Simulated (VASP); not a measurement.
# Mg13Zn3S16 (P1) in VASP: single point with PBEsol

Aim: the single point of Mg13Zn3S16 with PBEsol.

Program: VASP 6.6.1. These are calculated values, not measurements. Logs are shortened: lines on timing, memory, paths and dates and some standing lists are left out, and cuts for length are marked.

### 1 The cell of the first run

The typed cell holds 64 atoms: a = 11.192 Å, b = 11.192 Å, c = 11.192 Å, α = 90.00°, β = 90.00°, γ = 90.00°.

### 2 Single point, PBEsol

The input, INCAR:

```
SYSTEM = Mg13Zn3S16
PREC = Accurate
ENCUT = 600
EDIFF = 1E-6
ISMEAR = -1
SIGMA = 0.05
LREAL = Auto
LASPH = .TRUE.
NELM = 120
ALGO = Normal
ISIF = 2
LWAVE = .FALSE.
LCHARG = .TRUE.
GGA = PS
LELF = .TRUE.
LVHAR = .TRUE.
NBANDS = 196
ISYM = 0
GGA_COMPAT = .FALSE.
```

The input, KPOINTS:

```
Automatic mesh
0
Gamma
  1 1 1
  0.25 0.25 0.25
```

The input, POSCAR:

```
Mg13Zn3S16
1.0
   11.1920113341      0.0000000000      0.0000000000
    0.0000000000     11.1920113341      0.0000000000
    0.0000000000      0.0000000000     11.1920113341
Zn Mg S
6 26 32
Direct
    0.0005010000      0.0025640000      0.9986120000
    0.9996290000      0.4989410000      0.9978350000
    0.7525870000      0.2471910000      0.5003280000
    0.2465920000      0.0026270000      0.7528500000
    0.7525520000      0.0026580000      0.2493720000
    0.0002040000      0.2475740000      0.7522990000
    0.9982280000      0.0030600000      0.5023180000
    0.9986400000      0.4953430000      0.5014780000
    0.5005130000      0.0000400000      0.9999160000
    0.5017250000      0.0015340000      0.4995660000
    0.5002130000      0.4989800000      0.9998200000
    0.5023470000      0.4985040000      0.5005150000
    0.2445790000      0.2482130000      0.9966030000
    0.2482960000      0.2479930000      0.5036450000
    0.2466150000      0.7516190000      0.9980720000
    0.2493060000      0.7521520000      0.5017840000
    0.7557060000      0.2482670000      0.9997440000
    0.7534830000      0.7523160000      0.0012380000
    0.7509530000      0.7513970000      0.4981660000
    0.2480430000      0.9999400000      0.2484650000
    0.2484090000      0.4991510000      0.2480420000
    0.2461040000      0.4985200000      0.7514390000
    0.7541000000      0.0028720000      0.7497710000
    0.7526500000      0.4983500000      0.2500120000
    0.7536230000      0.4953710000      0.7501590000
    0.9967210000      0.2483890000      0.2480020000
    0.9984360000      0.7521620000      0.2464040000
    0.0015480000      0.7516040000      0.7532640000
    0.5039260000      0.2478720000      0.2519440000
    0.5002290000      0.2479040000      0.7482110000
    0.5021790000      0.7515220000      0.2496050000
    0.4984070000      0.7522190000      0.7500410000
    0.1196230000      0.1209460000      0.1212420000
    0.1238170000      0.1253560000      0.6352070000
    0.1195280000      0.6209070000      0.1186670000
    0.1232670000      0.6248000000      0.6252790000
    0.6312430000      0.1214180000      0.1274650000
    0.6308330000      0.1285740000      0.6211080000
    0.6269200000      0.6246450000      0.1251080000
    0.6270390000      0.6255540000      0.6262960000
    0.3749080000      0.3709710000      0.1241940000
    0.3742390000      0.3754260000      0.6261350000
    0.3742130000      0.8743030000      0.1244750000
    0.3695820000      0.8828990000      0.6301330000
    0.8801710000      0.3796450000      0.1199820000
    0.8764620000      0.3616120000      0.6256090000
    0.8762750000      0.8870700000      0.1236820000
    0.8757860000      0.8740570000      0.6259560000
    0.3734310000      0.1249010000      0.3751030000
    0.3711720000      0.1214310000      0.8711740000
    0.3756090000      0.6255120000      0.3752170000
    0.3734230000      0.6247970000      0.8749450000
    0.8674810000      0.1251790000      0.3748510000
    0.8846790000      0.1246070000      0.8750320000
    0.8769030000      0.6246870000      0.3749850000
    0.8794540000      0.6211640000      0.8789370000
    0.1244110000      0.3717070000      0.3744990000
    0.1141980000      0.3746020000      0.8740120000
    0.1229580000      0.8763870000      0.3754610000
    0.1238600000      0.8850920000      0.8760620000
    0.6325860000      0.3700780000      0.3803090000
    0.6258150000      0.3715650000      0.8758160000
    0.6308470000      0.8807390000      0.3696500000
    0.6273950000      0.8764230000      0.8739790000
```

Potentials or basis: VASP PAW PBE potentials, release 64 (Zn, Mg, S).

The run is started by

```
$ cat potpaw_PBE.64/Zn/POTCAR potpaw_PBE.64/Mg/POTCAR potpaw_PBE.64/S/POTCAR > POTCAR
$ mpirun -np 1 vasp_std > vasp.out
```

OUTCAR:

```text
SYSTEM = Mg13Zn3S16
   PREC = Accurate
   ENCUT = 600
   EDIFF = 1E-6
   ISMEAR = -1
   LREAL = Auto
   LASPH = .TRUE.
   NELM = 120
   ISIF = 2
   GGA = PS
   ISYM = 0

 ion  position               nearest neighbor table
   1  0.001  0.003  0.999-  33 2.33  54 2.34  60 2.35  47 2.36
   2  1.000  0.499  0.998-  45 2.33  56 2.33  35 2.34  58 2.35
   3  0.753  0.247  0.500-  38 2.33  53 2.34  61 2.35  46 2.35
   4  0.247  0.003  0.753-  50 2.34  34 2.35  60 2.35  44 2.36
   5  0.753  0.003  0.249-  37 2.34  53 2.35  63 2.35  47 2.36
   6  0.000  0.248  0.752-  54 2.34  34 2.35  58 2.35  46 2.36
[... 56 lines left out ...]
  63  0.631  0.881  0.370-   5 2.35  31 2.44  19 2.44  10 2.46
  64  0.627  0.876  0.874-   9 2.43  32 2.44  23 2.44  18 2.44

IMPORTANT INFORMATION: All symmetrisations will be switched off!
NOSYMM: (Re-)initialisation of all symmetry stuff for point group C_1.

----------------------------------------------------------------------------------------

                                     Primitive cell

  volume of cell :    1401.9238

  direct lattice vectors                    reciprocal lattice vectors
    11.192011334  0.000000000  0.000000000     0.089349445  0.000000000  0.000000000
     0.000000000 11.192011334  0.000000000     0.000000000  0.089349445  0.000000000
     0.000000000  0.000000000 11.192011334     0.000000000  0.000000000  0.089349445

  length of vectors
    11.192011334 11.192011334 11.192011334     0.089349445  0.089349445  0.089349445

  position of ions in fractional coordinates (direct lattice)
     0.000501000  0.002564000  0.998612000
     0.999629000  0.498941000  0.997835000
     0.752587000  0.247191000  0.500328000
     0.246592000  0.002627000  0.752850000
     0.752552000  0.002658000  0.249372000
     0.000204000  0.247574000  0.752299000
[... 56 lines left out ...]
     0.630847000  0.880739000  0.369650000
     0.627395000  0.876423000  0.873979000

  ion indices of the primitive-cell ions
   primitive index   ion index
                 1           1
                 2           2
                 3           3
                 4           4
                 5           5
                 6           6
[... 56 lines left out ...]
                63          63
                64          64

----------------------------------------------------------------------------------------

 KPOINTS: Automatic mesh

Automatic generation of k-mesh.
 Grid dimensions read from file:
 generate k-points for:    1    1    1

 Generating k-lattice:

  Cartesian coordinates                     Fractional coordinates (reciprocal lattice)
     0.089349445  0.000000000  0.000000000     1.000000000  0.000000000  0.000000000
     0.000000000  0.089349445  0.000000000     0.000000000  1.000000000  0.000000000
     0.000000000  0.000000000  0.089349445     0.000000000  0.000000000  1.000000000

  Length of vectors
     0.089349445  0.089349445  0.089349445

  Shift w.r.t. Gamma in fractional coordinates (k-lattice)
     0.250000000  0.250000000  0.250000000

 Subroutine IBZKPT returns following result:
 ===========================================

 Found      4 irreducible k-points:

 Following reciprocal coordinates:
            Coordinates               Weight
  0.250000  0.250000  0.250000      2.000000
 -0.250000  0.250000  0.250000      2.000000
 -0.250000 -0.250000  0.250000      2.000000
  0.250000 -0.250000  0.250000      2.000000
   k-points           NKPTS =      4   k-points in BZ     NKDIM =      4   number of bands    NBANDS=    196
   number of dos      NEDOS =    301   number of ions     NIONS =     64
   total plane-waves  NPLWV = 729000
   dimension x,y,z NGX =    90 NGY =   90 NGZ =   90
   dimension x,y,z NGXF=   180 NGYF=  180 NGZF=  180
   ions per type =               6  26  32
   NGX,Y,Z   is equivalent  to a cutoff of  13.37, 13.37, 13.37 a.u.
   NGXF,Y,Z  is equivalent  to a cutoff of  26.74, 26.74, 26.74 a.u.
 SYSTEM =  Mg13Zn3S16
   PREC   = accura    normal or accurate (medium, high low for compatibility)
   ISTART =      0    job   : 0-new  1-cont  2-samecut
   ICHARG =      2    charge: 1-file 2-atom 10-const
   ISPIN  =      1    spin polarized calculation?
   LNONCOLLINEAR =      F non collinear calculations
   LSORBIT =      F    spin-orbit coupling
   LASPH  =      T    aspherical Exc in radial PAW
   ENCUT  =  600.0 eV  44.10 Ry    6.64 a.u.  22.35 22.35 22.35*2*pi/ulx,y,z
   NELM   =    120;   NELMIN=  2; NELMDL= -5     # of ELM steps
   EDIFF  = 0.1E-05   stopping-criterion for ELM
   LREAL  =      T    real-space projection
   EDIFFG = 0.1E-04   stopping-criterion for IOM
   NSW    =      0    number of steps for IOM
   IBRION =     -1    ionic relax: 0-MD 1-quasi-New 2-CG
   NFREE  =      0    steps in history (QN), initial steepest desc. (CG)
   ISIF   =      2    stress and relaxation
   ISYM   =      0    0-nonsym 1-usesym 2-fastsym
   POTIM  = 0.5000    time-step for ionic-motion
   TEBEG  =    0.0;   TEEND  =   0.0 temperature during run
   PSTRESS=    0.0 pullay stress
   NELECT =     316.0000    total number of electrons
   NUPDOWN=      -1.0000    fix difference up-down
   EMIN   =  10.00;   EMAX   =-10.00  energy-range for DOS
   EFERMI =   0.00;   METHOD = LEGACY
   ISMEAR =    -1;   SIGMA  =   0.05  broadening in eV -4-tet -1-fermi 0-gaus
   EFERMI_NEDOS =   21; number of points for ismear=-14 and -15
   IALGO  =     38    algorithm
   IMIX   =      4    mixing-type and parameters
     AMIX     =   0.40;   BMIX     =  1.00
     AMIX_MAG =   1.60;   BMIX_MAG =  1.00
  volume/ion in A,a.u.               =      21.91       147.82
  Fermi-wavevector in a.u.,A,eV,Ry     =   0.996313  1.882758 13.505677  0.992639
  Thomas-Fermi vector in A             =   2.128393
   LORBIT       =      0    0 simple, 1 ext, 2 COOP (PROOUT), +10 PAW based schemes
   GGA     = PS    functional components
   LHFCALC =     F    Hartree Fock is set to
   AEXX    =    0.0000 exact exchange contribution
   IVDW    =     0    specifies the selected vdW correction
   LEPSILON=     F    determine dielectric tensor
   LRPA    =     F    only Hartree local field effects (RPA)
 non-spin polarized calculation
  energy-cutoff  :      600.00
  volume of cell :     1401.92
 maximum number of plane-waves:     46769
 NGX is ok and might be reduce to    90
   NGX = 45   NGY = 45   NGZ = 45

 number of electron     315.9999948 magnetization

 Free energy of the ion-electron system (eV)
  ---------------------------------------------------
  ext. energy  EPLUGINS =         0.00000000
  ---------------------------------------------------
  free energy    TOTEN  =      -276.96407299 eV

  energy without entropy =     -276.96407299  energy(sigma->0) =     -276.96407299

 E-fermi :   2.5056     XC(G=0):  -8.8325

 val. band max:        1.2541529116   @ k =   0.2500  -0.2500   0.2500
 cond. band min:       4.9706785027   @ k =   0.2500   0.2500   0.2500
 fundamental gap:      3.7165255911
 Fermi energy:         2.5055569069

 k-point     1 :       0.2500    0.2500    0.2500
  band No.  band energies     occupation
      1     -10.3964      2.00000
      2     -10.2018      2.00000
      3     -10.1206      2.00000
      4     -10.0776      2.00000
      5      -9.9503      2.00000
      6      -9.8893      2.00000
[... 162 lines left out ...]
    169       6.0933      0.00000
    170       6.1301      0.00000

 k-point     2 :      -0.2500    0.2500    0.2500
  band No.  band energies     occupation
      1     -10.3947      2.00000
      2     -10.2040      2.00000
      3     -10.1458      2.00000
      4     -10.0385      2.00000
      5      -9.9484      2.00000
      6      -9.9136      2.00000
[... 162 lines left out ...]
    169       6.1220      0.00000
    170       6.1478      0.00000

 k-point     3 :      -0.2500   -0.2500    0.2500
  band No.  band energies     occupation
      1     -10.3960      2.00000
      2     -10.2007      2.00000
      3     -10.1376      2.00000
      4     -10.0496      2.00000
      5      -9.9595      2.00000
      6      -9.9187      2.00000
[... 162 lines left out ...]
    169       6.1189      0.00000
    170       6.1814      0.00000

 k-point     4 :       0.2500   -0.2500    0.2500
  band No.  band energies     occupation
      1     -10.3968      2.00000
      2     -10.1959      2.00000
      3     -10.1256      2.00000
      4     -10.0830      2.00000
      5      -9.9466      2.00000
      6      -9.8946      2.00000
[... 162 lines left out ...]
    169       6.0948      0.00000
    170       6.1369      0.00000
 [bands above 170 left out]

------------------------ aborting loop because EDIFF is reached ----------------------------------------

  FORCE on cell =-STRESS in cart. coord.  units (eV):
  Direction    XX          YY          ZZ          XY          YZ          ZX
  --------------------------------------------------------------------------------------
  -------------------------------------------------------------------------------------
  Total       -0.1078232     -0.2193781     -0.3352104     -0.0396506     -0.1667492      0.0590735
  in kB       -0.1232249     -0.2507145     -0.3830925     -0.0453144     -0.1905679      0.0675116
  external PRESSURE =      -0.2523440 kB  Pullay stress =       0.0000000 kB

 VOLUME and BASIS-vectors are now :
 -----------------------------------------------------------------------------
  energy-cutoff  :      600.00
  volume of cell :     1401.92
      direct lattice vectors                 reciprocal lattice vectors
    11.192011334  0.000000000  0.000000000     0.089349445  0.000000000  0.000000000
     0.000000000 11.192011334  0.000000000     0.000000000  0.089349445  0.000000000
     0.000000000  0.000000000 11.192011334     0.000000000  0.000000000  0.089349445

 POSITION                                       TOTAL-FORCE (eV/Angst)
 -----------------------------------------------------------------------------------
      0.00561      0.02870     11.17648        -0.004615     -0.004463     -0.003938
     11.18786      5.58415     11.16778        -0.003710     -0.006293     -0.005990
      8.42296      2.76656      5.59968        -0.008753     -0.005417     -0.004566
      2.75986      0.02940      8.42591        -0.004264     -0.005238     -0.007084
      8.42257      0.02975      2.79097        -0.006948     -0.005158     -0.005117
      0.00228      2.77085      8.41974        -0.004129     -0.004145     -0.007493
[... 56 lines left out ...]
      7.06045      9.85724      4.13713        -0.010705     -0.009602      0.008326
      7.02181      9.80894      9.78158        -0.001106     -0.004120     -0.004220
 -----------------------------------------------------------------------------------
    total drift:                               -0.001392      0.004133     -0.001345

  FREE ENERGIE OF THE ION-ELECTRON SYSTEM (eV)
  ---------------------------------------------------
  free  energy   TOTEN  =      -276.9640729865 eV

  energy  without entropy=     -276.9640729864  energy(sigma->0) =     -276.96407299
```

It took 52 min on 1 thread of Intel Xeon Platinum 8259CL at 2.50GHz (Skylake/Cascade Lake), shared host; peak memory 1.8 GiB.

What came out:

- Free energy: -276.9641 eV
- Pressure: 0.0 GPa
- Largest force: 0.025 eV/Å
- Band gap on the k mesh: 3.72 eV

Forces in eV/Å, atoms in the order of the input:
```
Zn  -0.005 -0.004 -0.004
Zn  -0.004 -0.006 -0.006
Zn  -0.009 -0.005 -0.005
Zn  -0.004 -0.005 -0.007
Zn  -0.007 -0.005 -0.005
Zn  -0.004 -0.004 -0.007
Mg   0.006  0.002  0.002
Mg   0.007  0.004  0.004
Mg   0.000  0.004  0.003
Mg   0.002  0.005  0.007
Mg   0.001  0.006  0.005
Mg   0.001  0.004  0.005
Mg   0.006  0.006  0.005
Mg   0.004  0.005  0.005
Mg   0.005  0.006  0.005
Mg   0.003  0.001  0.002
Mg   0.003  0.002  0.005
Mg   0.004  0.001  0.002
Mg   0.003  0.003  0.005
Mg   0.002  0.004  0.003
Mg   0.006  0.003  0.004
Mg   0.002  0.003  0.005
Mg   0.000  0.003  0.003
Mg   0.005  0.001  0.004
Mg   0.002  0.003  0.002
Mg   0.006  0.004  0.007
Mg   0.006  0.005  0.004
Mg   0.004  0.002  0.003
Mg   0.002  0.005  0.004
Mg   0.004  0.002  0.003
Mg   0.000  0.002  0.005
Mg   0.003  0.003  0.003
S    0.009  0.010  0.010
S    0.001 -0.001 -0.019
S    0.014  0.013  0.012
S   -0.005 -0.006 -0.004
S   -0.012  0.012 -0.015
S   -0.012 -0.012  0.009
S   -0.005 -0.003 -0.005
S   -0.003 -0.004 -0.005
S   -0.007 -0.006 -0.006
S    0.000 -0.002 -0.009
S   -0.003 -0.003 -0.004
S    0.011 -0.014 -0.012
S   -0.015 -0.012  0.010
S    0.005  0.024  0.003
S   -0.002 -0.019  0.004
S   -0.003  0.000 -0.004
S   -0.002 -0.006 -0.005
S    0.014  0.011  0.012
S   -0.006 -0.005 -0.006
S   -0.002 -0.005 -0.003
S    0.022  0.002  0.002
S   -0.019 -0.001  0.003
S   -0.004 -0.004 -0.005
S   -0.012  0.008 -0.011
S   -0.006 -0.007 -0.006
S    0.020  0.006  0.002
S   -0.004 -0.008 -0.005
S    0.001 -0.018  0.001
S   -0.014  0.012 -0.015
S   -0.003 -0.004 -0.004
S   -0.011 -0.010  0.008
S   -0.001 -0.004 -0.004
```

Levels at points of the mesh, in eV from the valence-band top:
```tsv
k point	band 155	band 156	band 157	band 158	band 159	band 160	band 161	band 162
(0.25, 0.25, 0.25)	-0.20	-0.17	-0.01	0.00	3.72	4.02	4.04	4.04
```

Caveat: the PAW data sets were made with another functional, which shifts forces and pressure a little; a shifted mesh leaves out Γ, where band edges can lie.
